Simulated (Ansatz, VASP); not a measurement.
**One calculation of Zr, two programs**

```
Zr
1.0
     3.23200    0.00000    0.00000
    -1.61600    2.79899    0.00000
     0.00000    0.00000    5.04406
Zr
2
Direct
  0.66667 0.33333 0.75000
  0.33333 0.66667 0.25000
```

Alike in both runs: functional PBE; k mesh 8 × 8 × 5; occupations fermi-dirac, width 0.05 eV; no spin polarisation.

|  | VASP | Ansatz |
| --- | --- | --- |
| version | VASP 6.6.1 | Ansatz 0.2.0 |
| potentials or method | VASP PAW PBE potentials, release 64 (Zr_sv) | Ansatz PAW |
| plane-wave cutoff (eV) | 520 | 420 |
| valence electrons in the cell | 24 | 24 |
| task | single point | band structure |

```tsv
	VASP	Ansatz	Ansatz less VASP
gap on the k mesh at the Fermi level (eV)	none	none	-
pressure (GPa)	2.7	2.7	-0.01
traceless stress, the component that is largest in VASP (GPa)	2.22	2.22	0.000
```

A gap of «none» marks a metal or a gap that the smearing closes.
